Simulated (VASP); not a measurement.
Write the native input for VASP 6.6.1 that does the following.

```yaml
Task: relaxation of cell and atoms
Functional: PBEsol
Potentials_or_basis: VASP PAW PBE potentials, release 64 (Mg, B)
Cutoff: 600 eV
k_mesh: 24 × 24 × 18
Occupations: gaussian, width 0.1 eV
Spin: no spin polarisation
Dipole_correction: no
Further_INCAR_settings: ALGO = Normal; EDIFF = 1e-06; IBRION = 2; EDIFFG = -0.003; NSW = 80; ISIF = 3
```

The structure of MgB2 lies in POSCAR:

```
MgB2
1.0
    3.0800000000      0.0000000000      0.0000000000
   -1.5400000000      2.6673582400      0.0000000000
    0.0000000000      0.0000000000      3.5200000000
Mg B
1 2
Direct
    0.0000000000      0.0000000000      0.0000000000
    0.3333333333      0.6666666667      0.5000000000
    0.6666666667      0.3333333333      0.5000000000
```

One way to write it, as run:

INCAR

```
  PREC = Accurate
  ENCUT = 600
  EDIFF = 1E-6
  ISMEAR = 0
  SIGMA = 0.1
  LREAL = F
  LASPH = T
  NELM = 60
  ALGO = Normal
  ISIF = 3
  LWAVE = F
  LCHARG = F
  GGA = PS
  IBRION = 2
  NSW = 80
  EDIFFG = -0.003
```

KPOINTS

```
Automatic mesh
0
Gamma
  24 24 18
```

Potentials or basis: VASP PAW PBE potentials, release 64 (Mg, B).

The run is started by

```sh
$ cat potpaw_PBE.64/Mg/POTCAR potpaw_PBE.64/B/POTCAR > POTCAR
$ mpirun -np 1 vasp_std > vasp.out
```

It gave:

```
Relaxed volume                        : 9.47 Å³/atom
Relaxed cell                          : a = 3.065 Å, b = 3.065 Å, c = 3.494 Å, α = 90.00°, β = 90.00°, γ = 120.00°
Space group after relaxing (to 0.1 Å) : P6/mmm (No. 191)
Energy gained by relaxing             : 1.3 meV/atom
Ionic steps                           : 5
Pressure after relaxing               : 0.0 GPa
Band gap on the k mesh                : zero (bands 4 and 5 overlap by 3.89 eV)
```

Caveat: the PAW data sets were made with another functional, which shifts forces and pressure a little.

Run time: 3.4 min on 1 thread of AMD EPYC 9R45 (Zen 5) (shared host), peak memory 0.31 GiB.
